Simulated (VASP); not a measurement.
A run of VASP 6.6.1 is set up as follows.

The input INCAR:

```
PREC = Accurate
ENCUT = 600
EDIFF = 1E-6
ISMEAR = 0
SIGMA = 0.1
LREAL = F
LASPH = T
NELM = 100
ALGO = Normal
ISIF = 3
LWAVE = F
LCHARG = F
GGA = PE
IBRION = 2
NSW = 90
EDIFFG = -0.04
```

Contents of KPOINTS:

```
Automatic mesh
0
Gamma
  6 6 2
```

File POSCAR:

```
Y3NbO2
1.0
    3.6079116000      0.0000000000      0.0000000000
    0.0000000000      3.6079116000      0.0000000000
    0.0000000000      0.0000000000      7.9483032000
Y Nb O
3 1 2
Direct
    0.5000000000      0.5000000000      0.0000000000
    0.0000000000      0.5000000000      0.3786259900
    0.5000000000      0.0000000000      0.6213740100
    0.0000000000      0.0000000000      0.0000000000
    0.0000000000      0.5000000000      0.7376120100
    0.5000000000      0.0000000000      0.2623879900
```

Potentials or basis: VASP PAW PBE potentials, release 64 (Y_sv, Nb_sv, O).

Run with:

```sh
$ cat potpaw_PBE.64/Y_sv/POTCAR potpaw_PBE.64/Nb_sv/POTCAR potpaw_PBE.64/O/POTCAR > POTCAR
$ mpirun -np 1 vasp_std > vasp.out
```

Task: Predict the space group after relaxing (to 0.1 Å).

Result: P-4m2 (No. 115).

Task: What does it give for the relaxed cell?

Result: a = 3.797 Å, b = 3.797 Å, c = 8.079 Å, α = 90.00°, β = 90.00°, γ = 90.00°.

Task: What does it give for the relaxed volume?

Result: 19.41 Å³/atom.

Task: Estimate the band gap on the k mesh.

Result: Zero (bands 29 and 30 overlap by 1.05 eV).

Forces on the atoms (eV/Å):
```
Y    0.000  0.000  0.000
Y    0.000  0.000 -0.015
Y    0.000  0.000  0.015
Nb   0.000  0.000  0.000
O    0.000  0.000  0.004
O    0.000  0.000 -0.004
```

Caveat: the k points lie up to 0.39 Å⁻¹ apart in the final cell, too coarse for converged energies and pressures of a metal.
